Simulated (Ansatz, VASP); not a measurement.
One calculation of AlN, two programs

INCAR

```
ALGO = Normal
EDIFF = 1E-6
ENCUT = 520
GGA = PS
ISIF = 2
ISMEAR = 0
LASPH = True
LCHARG = False
LREAL = False
LWAVE = False
NBANDS = 16
NELM = 60
PREC = Accurate
SIGMA = 0.05
```

The input KPOINTS:

```
k-points
0
Gamma
  9 9 6
```

POSCAR

```
AlN
1.0
    3.2818000000      0.0000000000      0.0000000000
   -1.6409000000      2.8421221701      0.0000000000
    0.0000000000      0.0000000000      4.2240000000
Al N
2 2
Direct
    0.3333333333      0.6666666667      0.7500000000
    0.6666666667      0.3333333333      0.2500000000
    0.3333333333      0.6666666667      0.2500000000
    0.6666666667      0.3333333333      0.7500000000
```

Input for Ansatz:

```yaml
crystal:
  lattice:
    - [3.2818, 0.0, 0.0]
    - [-1.6409, 2.8421221701, 0.0]
    - [0.0, 0.0, 4.224]
  atoms:
    - { symbol: Al, position: [0.3333333333, 0.6666666667, 0.75] }
    - { symbol: Al, position: [0.6666666667, 0.3333333333, 0.25] }
    - { symbol: "N", position: [0.3333333333, 0.6666666667, 0.25] }
    - { symbol: "N", position: [0.6666666667, 0.3333333333, 0.75] }
basis:
  ecutwfc: 520.0
kpoints:
  mp_grid: { grid: [9, 9, 6] }
hamiltonian:
  xc: pbesol
scf:
  occupations: { method: gaussian, width: 0.05 }
output:
  forces: true
  stress: true
  eigenvalues: true
```

Alike in both runs: task single point; functional PBEsol; k mesh 9 × 9 × 6; occupations gaussian, width 0.05 eV; no spin polarisation.

|  | VASP | Ansatz |
| --- | --- | --- |
| version | VASP 6.6.1 | Ansatz 0.2.0 |
| potentials or method | VASP PAW PBE potentials, release 64 (Al, N), cutoff 520 eV | scalar-relativistic, plane waves, PAW |
| valence electrons in the cell | 16 | 16 |

VASP gave:

- gap on the k mesh at the Fermi level (eV): 3.22
- least direct gap on the mesh (eV): 3.22
- pressure (GPa): -0.9
- traceless stress, the component that is largest in VASP (GPa): -3.15

Question: What did Ansatz give for the same quantities?

Answer: gap on the k mesh at the Fermi level (eV): 3.20; least direct gap on the mesh (eV): 3.20; pressure (GPa): -0.8; traceless stress, the component that is largest in VASP (GPa): -3.10.

VASP's potentials were made for PBE, not for PBEsol.
